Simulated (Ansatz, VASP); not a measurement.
## One calculation of Rh, two programs

```
Rh
1.0
     0.00000    1.93958    1.90155
     1.93958    0.00000    1.90155
     1.93958    1.93958    0.00000
Rh
1
Direct
  0.00000 0.00000 0.00000
```

Change from the starting cell: equal xx and yy strain of +2 %, crystal datasets.

Alike in both runs: task electric field gradients; functional PBEsol; k mesh 16 × 16 × 16; occupations fermi-dirac, width 0.08 eV; no spin polarisation.

|  | VASP | Ansatz |
| --- | --- | --- |
| version | VASP 6.6.1 | Ansatz 0.2.0 |
| potentials or method | VASP PAW PBE potentials, release 64 (Rh_pv), cutoff 520 eV | all-electron PAW with datasets made for the crystal, scalar-relativistic |

VASP gave:

- pressure (GPa): -14.5
- traceless stress, the component that is largest in VASP (GPa): 2.81
- size of Vzz on the site where it differs most (V/Å²): 1.9

Problem. What did Ansatz give for the same quantities?

Solution. Pressure (GPa): -14.4; traceless stress, the component that is largest in VASP (GPa): 2.82; size of Vzz on the site where it differs most (V/Å²): 2.3.

VASP's potentials were made for PBE, not for PBEsol. Ansatz ran all-electron here, and VASP with PAW potentials.
